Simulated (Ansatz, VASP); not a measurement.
# One calculation of Zn, two programs

```
Zn
1.0
     2.54959    0.00000    0.00000
    -1.27480    2.20801    0.00000
     0.00000    0.00000    4.86517
Zn
2
Cartesian
  0.0000 1.4720 1.2163
  1.2748 0.7360 3.6489
```

Alike in both runs: functional LDA; k mesh 15 × 15 × 8; occupations fermi-dirac, width 0.15 eV; no spin polarisation.

Ansatz relaxed the structure, and its values are those at the end. VASP's run is a single point on that final structure, the one shown.

|  | VASP | Ansatz |
| --- | --- | --- |
| version | VASP 6.6.1 | Ansatz 0.2.0 |
| potentials or method | VASP PAW LDA potentials, release 64 (Zn), cutoff 520 eV | scalar-relativistic, plane waves, PAW |
| valence electrons in the cell | 24 | 24 |

VASP gave:

| Quantity | Value |
| --- | --- |
| gap on the k mesh at the Fermi level (eV) | none |
| pressure (GPa) | 1.0 |

Q: Estimate Ansatz's values.

A: gap on the k mesh at the Fermi level (eV): none; pressure (GPa): 0.0.

Ansatz warns that its potentials were made for another functional, while VASP's fit it. LDA's correlation is that of Perdew and Zunger in VASP and of Perdew and Wang (1992) in Ansatz. A gap of «none» marks a metal or a gap that the smearing closes.
